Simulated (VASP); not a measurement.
Ta3AsAu2O13:

```
Ta As Au O
1.0
     5.72386    0.00000    0.00000
     1.29464    6.25668    0.00000
     0.26816    1.30982    8.36637
Ta As Au O
3 1 2 13
Cartesian
  1.7946 2.6749 4.8886
  0.6021 2.0039 8.3542
  4.2740 4.5494 4.2235
  4.7442 6.6995 6.9482
  3.4894 0.8212 1.5572
  1.4391 5.7205 3.7383
  4.8826 5.2937 5.9475
  3.3158 1.7515 5.8251
  6.2667 6.7584 7.6914
  3.3530 6.6833 7.9189
  4.5661 1.8700 0.2589
  1.7214 1.5096 0.9266
  0.9917 1.2312 4.1082
  3.3694 3.0028 3.6393
  0.8977 2.6990 6.5755
  6.1537 3.9289 3.8188
  4.0568 5.7863 2.9258
  2.4286 4.7592 5.2267
  6.5518 6.2513 1.8938
```

```yaml
Program: VASP 6.6.1
Task: relaxation of cell and atoms
Functional: RPBE
Potentials_or_basis: VASP PAW PBE potentials, release 64 (Ta_pv, As, Au, O)
Cutoff: 600 eV
k_mesh: 5 × 5 × 4
Occupations: fermi-dirac, width 0.05 eV
Spin: no spin polarisation
```

At the start: pressure 3.8 GPa; volume 15.77 Å³/atom.

Q: Where does the relaxation end?

A: Over 44 steps the energy falls by 5.1 meV/atom and the volume is 16.33 Å³/atom (+3.6 %); space group P1 (No. 1, to 0.1 Å) before and after.

Step by step:
```csv
step,energy change (eV),largest force (eV/Å),pressure (GPa),volume (Å³)
1,0.0000,0.4772,3.76,299.62
3,-0.0761,0.4143,0.20,305.37
5,-0.0837,0.2295,0.04,306.40
7,-0.0869,0.1634,0.07,306.94
9,-0.0892,0.1574,0.03,307.64
11,-0.0912,0.0996,-0.01,308.34
13,-0.0922,0.0709,0.00,308.62
15,-0.0931,0.0834,0.03,308.91
17,-0.0942,0.0622,-0.03,309.35
19,-0.0949,0.0963,0.04,309.43
21,-0.0954,0.0513,-0.01,309.63
23,-0.0957,0.0599,0.00,309.74
25,-0.0962,0.0565,-0.01,309.91
27,-0.0965,0.0278,0.00,309.91
29,-0.0965,0.0435,0.01,309.95
31,-0.0967,0.0261,0.00,309.96
33,-0.0967,0.0612,0.01,310.01
35,-0.0968,0.0189,0.02,310.02
37,-0.0969,0.0172,0.02,310.11
39,-0.0969,0.0282,0.01,310.16
41,-0.0970,0.0212,-0.04,310.31
43,-0.0971,0.0170,-0.01,310.31
44,-0.0971,0.0098,0.01,310.29
```

Final structure:
```
CELL_PARAMETERS angstrom
5.77802 -0.02677 -0.01544
1.27762 6.32743 0.03549
0.24203 1.37675 8.48706
ATOMIC_POSITIONS crystal
Ta 0.21561 0.30583 0.58493
Ta 0.03571 0.10870 0.99669
Ta 0.58076 0.62395 0.50640
As 0.58453 0.89731 0.83039
Au 0.58425 0.09021 0.18407
Au 0.04556 0.82176 0.44730
O 0.65963 0.70236 0.70958
O 0.51323 0.13699 0.69738
O 0.84934 0.88661 0.91983
O 0.34409 0.86577 0.94618
O 0.73696 0.28905 0.02934
O 0.25092 0.21448 0.10651
O 0.12866 0.09608 0.49197
O 0.47493 0.39385 0.43718
O 0.06049 0.26383 0.78551
O 0.92937 0.53389 0.46028
O 0.50095 0.85302 0.35078
O 0.25312 0.62996 0.62489
O 0.92044 0.94923 0.22579
```

Caveat: the PAW data sets were made with another functional, which shifts forces and pressure a little.
